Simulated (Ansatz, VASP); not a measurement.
**Two plane-wave programs on InGa3As2**

```
In Ga As
1.0
     4.67184    0.00000    0.00000
     0.00000    4.67184    0.00000
     0.00000    0.00000    6.88746
In Ga As
1 3 2
Direct
  0.50000 0.50000 0.00000
  0.00000 0.50000 0.50000
  0.50000 0.00000 0.50000
  0.00000 0.00000 0.50000
  0.50000 0.50000 0.27514
  0.50000 0.50000 0.72486
```

Alike in both runs: task relaxation of cell and atoms; functional PBE; k mesh 4 × 4 × 4; occupations gaussian, width 0.1 eV; no spin polarisation.

|  | VASP | Ansatz |
| --- | --- | --- |
| version | VASP 6.6.1 | Ansatz 0.2.0 |
| potentials or method | VASP PAW PBE potentials, release 64 (In_d, Ga_d, As), cutoff 600 eV | scalar-relativistic, plane waves, PAW |
| valence electrons in the cell | 62 | 82 |

```csv
,VASP,Ansatz,Ansatz less VASP
"gap on the k mesh at the Fermi level, each at its own relaxed structure (eV)",none,none,-
relaxed volume (Å³/atom),35.88,34.25,-1.624
relaxed cell length with the largest relative difference (Å),8.186,7.957,-0.2291
```

A gap of «none» marks a metal or a gap that the smearing closes. VASP's potentials hold 62 valence electrons a cell and Ansatz's 82, so a difference there can come from the potentials and not from the codes.

Noted on VASP's run: the volume moved by over 15 % at a fixed basis, so the end points are rough.
